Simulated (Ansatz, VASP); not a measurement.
HgTe: VASP beside Ansatz

INCAR

```
SYSTEM = HgTe
  PREC = Accurate
  ENCUT = 520
  EDIFF = 1E-6
  ISMEAR = -1
  SIGMA = 0.03
  LREAL = .FALSE.
  LASPH = .TRUE.
  NELM = 100
  ALGO = Normal
  ISIF = 2
  LWAVE = .FALSE.
  LCHARG = .FALSE.
  GGA = PS
  NBANDS = 16
```

The input KPOINTS:

```
regular mesh
0
G
  6 6 6
  0 0 0
```

POSCAR

```
HgTe
1.0
   -3.0456030000      3.0456030000      1.5594100000
    3.0456030000     -3.0456030000      1.5594100000
    3.0456030000      3.0456030000     -1.5594100000
Hg Te
1 1
Direct
    0.7500000000      0.2500000000      0.5000000000
    0.0000000000      0.0000000000      0.0000000000
```

The input input.yaml:

```yaml
crystal:
  lattice:
    - [-3.045603, 3.045603, 1.55941]
    - [3.045603, -3.045603, 1.55941]
    - [3.045603, 3.045603, -1.55941]
  atoms:
    - { symbol: Hg, position: [0.75, 0.25, 0.5] }
    - { symbol: Te, position: [0.0, 0.0, 0.0] }
kpoints:
  mp_grid: { grid: [6, 6, 6] }
scf:
  occupations: { method: fermi_dirac, width: 0.03 }
hamiltonian:
  xc: pbesol
  pseudopotentials: { kind: all_electron, lapw: { basis_error: 0.001 } }
output:
  forces: true
  stress: true
  eigenvalues: true
```

Alike in both runs: task single point; functional PBEsol; k mesh 6 × 6 × 6; occupations fermi-dirac, width 0.03 eV; no spin polarisation.

```csv
,VASP,Ansatz
version,VASP 6.6.1,Ansatz 0.2.0
potentials or method,"VASP PAW PBE potentials, release 64 (Hg, Te), cutoff 520 eV","all-electron LAPW, scalar-relativistic"
```

```csv
,VASP,Ansatz,Ansatz less VASP
gap on the k mesh at the Fermi level (eV),none,none,-
pressure (GPa),-3.2,-3.3,-0.09
"traceless stress, the component that is largest in VASP (GPa)",0.10,0.10,-0.008
```

VASP's potentials were made for PBE, not for PBEsol. A gap of «none» marks a metal or a gap that the smearing closes. Ansatz ran all-electron here, and VASP with PAW potentials.

The k mesh is coarse, so the values compare programs but aren't converged. Neither program's run includes spin-orbit coupling. Noted on Ansatz's run: the k mesh is thin for a metal, which can move the energy by tens of meV per atom.
